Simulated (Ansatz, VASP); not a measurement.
# CoO: VASP beside Ansatz

```
Co O
1.0
     0.00000    2.31925    2.31925
     2.31925    0.00000    2.31925
     2.31925    2.31925    0.00000
Co O
1 1
Direct
  0.00000 0.00000 0.00000
  0.25000 0.25000 0.25000
```

Alike in both runs: functional PBE; k mesh 14 × 14 × 14; occupations gaussian, width 0.02 eV; collinear spin; Hubbard terms Co d U = 3.32 eV.

Ansatz relaxed the structure, and its values are those at the end. VASP's run is a single point on that final structure, the one shown.

```csv
,VASP,Ansatz
version,VASP 6.6.1,Ansatz 0.2.0
potentials or method,"VASP PAW PBE potentials, release 64 (Co, O), cutoff 520 eV","scalar-relativistic, plane waves, PAW"
valence electrons in the cell,15,23
```

|  | VASP | Ansatz | Ansatz less VASP |
| --- | --- | --- | --- |
| gap on the k mesh at the Fermi level (eV) | 0.59 | 0.43 | -0.153 |
| least direct gap on the mesh (eV) | 0.59 | 0.43 | -0.153 |
| pressure (GPa) | -1.7 | 0.0 | +1.74 |
| net moment per atom (μB) | 1.50 | 1.50 | 0.000 |
| size of the moment on the site where the two differ most (μB) | 2.71 | 2.48 | -0.226 |

Site moments also hang on the region over which each program counts them. The programs project onto different local orbitals, so the same U acts differently, and such runs can settle in different states. VASP's potentials hold 15 valence electrons a cell and Ansatz's 23, so a difference there can come from the potentials and not from the codes.
